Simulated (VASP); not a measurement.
# Li8HF8 (a cell with a defect) in VASP: notebook, part 3 of 3

VASP 6.6.1.

### Step 4. Single point, PBE, collinear spin

File INCAR:

```
SYSTEM = Li8HF8
PREC = Accurate ; ENCUT = 520
EDIFF = 1E-6 ; ISMEAR = 0
SIGMA = 0.02 ; LREAL = Auto
LASPH = .True. ; NELM = 150
ALGO = Normal ; ISIF = 2
LWAVE = .False. ; LCHARG = .False.
ISPIN = 2 ; MAGMOM = 0 0 0 0 0 0 0 0 0 0 0 0 0 0 0 0 0.58
LORBIT = 11 ; GGA = PE
NBANDS = 58
```

File KPOINTS:

```
regular mesh
0
Gamma
  2 2 2
  0 0 0
```

File POSCAR:

```
Li8HF8
1.0
   -4.0681815568      4.0681815568      0.0000000000
    0.0000000000      4.0681815568     -4.0681815568
   -4.0681815568      0.0000000000     -4.0681815568
Li F H
8 8 1
Direct
   -0.0043589500     -0.0044076204      0.4956258642
   -0.0042907377      0.5140666587      0.4956938307
   -0.0043156874     -0.0043655869      0.0141763585
    0.0046807154      0.4988329483     -0.0011599777
    0.5142343012     -0.0043794751      0.4956545011
    0.4988360209      0.4988266801      0.5046998201
    0.4988233617      0.0047338104     -0.0011789051
    0.4988607248      0.4988454846     -0.0011442459
    0.2591618602      0.7237301135      0.7591724845
    0.2590898379      0.2591099943      0.7590972666
    0.2477747087      0.7511576013      0.2511499268
    0.2591313798      0.2591586647      0.2238015898
    0.7511419924      0.7511545287      0.7477857017
    0.7238381471      0.2591418267      0.7591251661
    0.7511450650      0.7511639924      0.2511531223
    0.7511392885      0.2477981835      0.2511443960
    0.1253356058      0.1251035611      0.6252525765
```

Potentials or basis: VASP PAW PBE potentials, release 64 (Li_sv, F, H).

Command:

```
$ cat potpaw_PBE.64/Li_sv/POTCAR potpaw_PBE.64/F/POTCAR potpaw_PBE.64/H/POTCAR > POTCAR
$ mpirun -np 1 vasp_std > vasp.out
```

OUTCAR:

```text
SYSTEM = Li8HF8
   PREC = Accurate
   ENCUT = 520
   EDIFF = 1E-6
   ISMEAR = 0
   LREAL = Auto
   LASPH = .True.
   NELM = 150
   ISIF = 2
   ISPIN = 2
   LORBIT = 11
   GGA = PE

 ion  position               nearest neighbor table
   1  0.996  0.996  0.496-  11 1.99  13 1.99  16 1.99  14 2.14  12 2.14   9 2.14
   2  0.996  0.514  0.496-  15 1.99  11 1.99  13 1.99  10 2.14  14 2.14  12 2.14
   3  0.996  0.996  0.014-  15 1.99  11 1.99  16 1.99  10 2.14  14 2.14   9 2.14
   4  0.005  0.499  0.999-   9 1.95  12 1.95  10 1.95  16 2.05  13 2.05  15 2.05
   5  0.514  0.996  0.496-  15 1.99  13 1.99  16 1.99  10 2.14  12 2.14   9 2.14
   6  0.499  0.499  0.505-   9 1.95  14 1.95  10 1.95  16 2.05  11 2.05  15 2.05
[... 8 lines left out ...]
  15  0.751  0.751  0.251-   5 1.99   3 1.99   2 1.99   4 2.05   6 2.05   7 2.05
  16  0.751  0.248  0.251-   1 1.99   5 1.99   3 1.99   8 2.05   4 2.05   6 2.05
  17  0.125  0.125  0.625-

  LATTYP: Found a face centered cubic cell.
 ALAT       =     8.1363631136

  Lattice vectors:

 A1 = (  -4.0681815568,   4.0681815568,   0.0000000000)
 A2 = (   0.0000000000,   4.0681815568,  -4.0681815568)
 A3 = (  -4.0681815568,   0.0000000000,  -4.0681815568)

Analysis of symmetry for initial positions (statically):
=====================================================================
 Subroutine PRICEL returns:
 Original cell was already a primitive cell.

 Routine SETGRP: Setting up the symmetry group for a
 face centered cubic supercell.

 Subroutine GETGRP returns: Found  1 space group operations
 (whereof  1 operations were pure point group operations)
 out of a pool of 48 trial point group operations.

The static configuration has the point symmetry C_1 .

Analysis of symmetry for dynamics (positions and initial velocities):
=====================================================================
 Subroutine PRICEL returns:
 Original cell was already a primitive cell.

 Routine SETGRP: Setting up the symmetry group for a
 face centered cubic supercell.

 Subroutine GETGRP returns: Found  1 space group operations
 (whereof  1 operations were pure point group operations)
 out of a pool of 48 trial point group operations.

The dynamic configuration has the point symmetry C_1 .

Analysis of structural, dynamic, and magnetic symmetry:
=====================================================================
 Subroutine PRICEL returns:
 Original cell was already a primitive cell.

 Routine SETGRP: Setting up the symmetry group for a
 face centered cubic supercell.

 Subroutine GETGRP returns: Found  1 space group operations
 (whereof  1 operations were pure point group operations)
 out of a pool of 48 trial point group operations.

The overall configuration has the point symmetry C_1 .

 Subroutine INISYM returns: Found  1 space group operations
 (whereof  1 operations are pure point group operations),
 and found     1 'primitive' translations

----------------------------------------------------------------------------------------

                                     Primitive cell

  volume of cell :     134.6576

  direct lattice vectors                    reciprocal lattice vectors
    -4.068181557  4.068181557  0.000000000    -0.122905036  0.122905036  0.122905036
[... 112 lines left out ...]
   EMIN   =  10.00;   EMAX   =-10.00  energy-range for DOS
   EFERMI =   0.00;   METHOD = LEGACY
   ISMEAR =     0;   SIGMA  =   0.02  broadening in eV -4-tet -1-fermi 0-gaus
   EFERMI_NEDOS =   21; number of points for ismear=-14 and -15
   IALGO  =     38    algorithm
   IMIX   =      4    mixing-type and parameters
     AMIX     =   0.40;   BMIX     =  1.00
     AMIX_MAG =   1.60;   BMIX_MAG =  1.00
  volume/ion in A,a.u.               =       7.92        53.45
  Fermi-wavevector in a.u.,A,eV,Ry     =   1.381952  2.611510 25.984275  1.909790
  Thomas-Fermi vector in A             =   2.506688
   LORBIT       =     11    0 simple, 1 ext, 2 COOP (PROOUT), +10 PAW based schemes
   GGA     = PE    functional components
   LHFCALC =     F    Hartree Fock is set to
   AEXX    =    0.0000 exact exchange contribution
   IVDW    =     0    specifies the selected vdW correction
   LEPSILON=     F    determine dielectric tensor
   LRPA    =     F    only Hartree local field effects (RPA)
 spin polarized calculation
 Gauss-broadening in eV      SIGMA  =   0.02
  energy-cutoff  :      520.00
  volume of cell :      134.66
 maximum number of plane-waves:      3695
 NGX is ok and might be reduce to    48
   NGX = 21   NGY = 21   NGZ = 21

 number of electron      80.9999978 magnetization       0.9999997

 Free energy of the ion-electron system (eV)
  ---------------------------------------------------
  ext. energy  EPLUGINS =         0.00000000
  ---------------------------------------------------
  free energy    TOTEN  =       -76.69486345 eV

  energy without entropy =      -76.69486345  energy(sigma->0) =      -76.69486345

 E-fermi :   3.1747     XC(G=0):  -9.9654

 val. band max:        2.9443726413   @ k =   0.5000   0.0000   0.5000
 cond. band min:       4.5365672317   @ k =   0.0000   0.0000   0.0000
 fundamental gap:      1.5921945904
 Fermi energy:         3.1747081170

 spin component 1

 k-point     1 :       0.0000    0.0000    0.0000
  band No.  band energies     occupation
      1     -42.2011      1.00000
      2     -42.1639      1.00000
      3     -42.1639      1.00000
      4     -42.1639      1.00000
      5     -41.8420      1.00000
      6     -41.8083      1.00000
[... 429 lines left out ...]
     51      13.9830      0.00000
     52      13.9830      0.00000
 Fermi energy:         3.1747081170

 spin component 2

 k-point     1 :       0.0000    0.0000    0.0000
  band No.  band energies     occupation
      1     -42.1902      1.00000
      2     -42.1537      1.00000
      3     -42.1536      1.00000
      4     -42.1535      1.00000
      5     -41.8400      1.00000
      6     -41.8064      1.00000
[... 429 lines left out ...]
     51      14.0105      0.00000
     52      14.1803      0.00000
 [bands above 52 left out]

------------------------ aborting loop because EDIFF is reached ----------------------------------------

  FORCE on cell =-STRESS in cart. coord.  units (eV):
  Direction    XX          YY          ZZ          XY          YZ          ZX
  --------------------------------------------------------------------------------------
  -------------------------------------------------------------------------------------
  Total        3.9705518      3.9707963      3.9707285      0.0025479      0.0006642     -0.0017437
  in kB       47.2422393     47.2451483     47.2443411      0.0303157      0.0079026     -0.0207472
  external PRESSURE =      47.2439095 kB  Pullay stress =       0.0000000 kB

 VOLUME and BASIS-vectors are now :
 -----------------------------------------------------------------------------
  energy-cutoff  :      520.00
  volume of cell :      134.66
      direct lattice vectors                 reciprocal lattice vectors
    -4.068181557  4.068181557  0.000000000    -0.122905036  0.122905036  0.122905036
     0.000000000  4.068181557 -4.068181557     0.122905036  0.122905036 -0.122905036
    -4.068181557  0.000000000 -4.068181557    -0.122905036 -0.122905036 -0.122905036

 POSITION                                       TOTAL-FORCE (eV/Angst)
 -----------------------------------------------------------------------------------
     -6.06674      8.10070     -6.06655        -0.004237      0.004679     -0.004792
     -6.06730      6.14204     -4.10789        -0.003297     -0.002979      0.002898
     -4.10830      8.10105     -4.10809         0.003022      0.003349      0.002841
     -4.08250      2.04839     -6.09281         0.005562     -0.005733     -0.006022
     -4.10841      6.14236     -6.06678         0.003047     -0.002781     -0.003467
     -4.08257      4.05867     -4.08253         0.005542      0.006022      0.005749
[... 9 lines left out ...]
     -4.07747      4.06386     -2.02979         0.001729      0.002274     -0.002217
     -3.05353      1.01883     -3.05259        -0.000396      0.000489     -0.000642
 -----------------------------------------------------------------------------------
    total drift:                                0.003655     -0.002856      0.003097

  FREE ENERGIE OF THE ION-ELECTRON SYSTEM (eV)
  ---------------------------------------------------
  free  energy   TOTEN  =       -76.6948634523 eV

  energy  without entropy=      -76.6948634523  energy(sigma->0) =      -76.69486345

 total charge

# of ion       s       p       d       tot
------------------------------------------
    1        2.016   0.048   0.000   2.064
    2        2.016   0.048   0.000   2.064
    3        2.016   0.048   0.000   2.064
    4        2.018   0.050   0.000   2.068
    5        2.016   0.048   0.000   2.064
    6        2.018   0.050   0.000   2.068
[... 9 lines left out ...]
   16        1.729   4.407   0.000   6.136
   17        0.479   0.010   0.000   0.489
--------------------------------------------------
tot         30.470  35.609   0.000  66.079

 magnetization (x)

# of ion       s       p       d       tot
------------------------------------------
    1        0.002   0.003   0.000   0.005
    2        0.002   0.003   0.000   0.005
    3        0.002   0.003   0.000   0.005
    4        0.000   0.001   0.000   0.001
    5        0.002   0.003   0.000   0.005
    6        0.000   0.001   0.000   0.001
[... 9 lines left out ...]
   16       -0.000   0.000   0.000   0.000
   17        0.350   0.001   0.000   0.351
--------------------------------------------------
tot          0.383   0.275   0.000   0.659
```

It took 6.9 min on 1 thread of Intel Xeon Platinum 8259CL at 2.50GHz (Skylake/Cascade Lake), shared host; peak memory 0.42 GiB.

What came out:

| Item | Value |
| --- | --- |
| Free energy | -76.6949 eV |
| Largest force | 0.010 eV/Å |
| Band gap on the k mesh | 1.59 eV |
| Net moment | 1.00 μB per cell |
| Site moments | Li +0.01, +0.00 (each value once); F +0.07, +0.00 (each value once); H +0.35 μB |
| Valence electrons inside the program's atomic spheres | Li 2.06, 2.07 (each value once); F 6.13, 6.14 (each value once); H 0.49 |

Forces in eV/Å, atoms in the order of the input:
```
Li  -0.004  0.005 -0.005
Li  -0.003 -0.003  0.003
Li   0.003  0.003  0.003
Li   0.006 -0.006 -0.006
Li   0.003 -0.003 -0.003
Li   0.006  0.006  0.006
Li  -0.006 -0.006  0.006
Li  -0.006  0.005 -0.005
F    0.005  0.003 -0.003
F    0.004 -0.004  0.004
F   -0.003  0.002  0.002
F   -0.003 -0.004 -0.003
F   -0.003 -0.002 -0.002
F   -0.003  0.003  0.004
F    0.003 -0.003  0.003
F    0.002  0.002 -0.002
H    0.000  0.000 -0.001
```

Caveat: the k points lie up to 0.67 Å⁻¹ apart; the cutoff is under 1.25 times the usual one of these potentials, so pressure, stress and relaxed cells hold a basis-set (Pulay) error.
